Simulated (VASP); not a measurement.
Here is a VASP 6.6.1 calculation.

POSCAR

```
SnSe2
1.0
    1.9122916090      1.1040620752      6.3350940106
   -1.9122916090      1.1040620752      6.3350940106
    0.0000000000     -2.2081241505      6.3350940106
Sn Se
1 2
Direct
    0.0000000000      0.0000000000      0.0000000000
    0.2505568934      0.2505568934      0.2505568934
    0.7494431066      0.7494431066      0.7494431066
```

INCAR.step1

```
SYSTEM = SnSe2
ALGO = Normal
EDIFF = 1E-4
ENCUT = 520
GGA = PE
ISMEAR = 0
LASPH = .TRUE.
LCHARG = .FALSE.
LREAL = .FALSE.
LWAVE = .TRUE.
NBANDS = 20
NELM = 100
PREC = Accurate
SIGMA = 0.01
```

INCAR.step2

```
SYSTEM = SnSe2
ALGO = Normal
EDIFF = 1E-6
ENCUT = 520
ISIF = 2
ISMEAR = 0
ISTART = 1
LASPH = .TRUE.
LCHARG = .FALSE.
LMIXTAU = .TRUE.
LREAL = .FALSE.
LWAVE = .FALSE.
METAGGA = R2SCAN
NBANDS = 20
NELM = 100
PREC = Accurate
SIGMA = 0.01
```

The input KPOINTS:

```
k-points
0
G
  6 6 6
  0 0 0
```

Potentials or basis: VASP PAW PBE potentials, release 64 (Sn_d, Se).

Launch:

```console
$ cat potpaw_PBE.64/Sn_d/POTCAR potpaw_PBE.64/Se/POTCAR > POTCAR
$ cp INCAR.step1 INCAR
$ mpirun -np 1 vasp_std > vasp.out
$ cp INCAR.step2 INCAR
$ mpirun -np 1 vasp_std > vasp.out
```

(1) Estimate the band gap on the k mesh.

(2) What does it give for the largest force?

## Answers

(1) 0.58 eV (least direct gap 0.82 eV).

(2) 0.020 eV/Å.

Caveat: the PAW data sets were made with another functional, which shifts forces and pressure a little; spin-orbit coupling is left out, which moves the levels of the heavy elements.
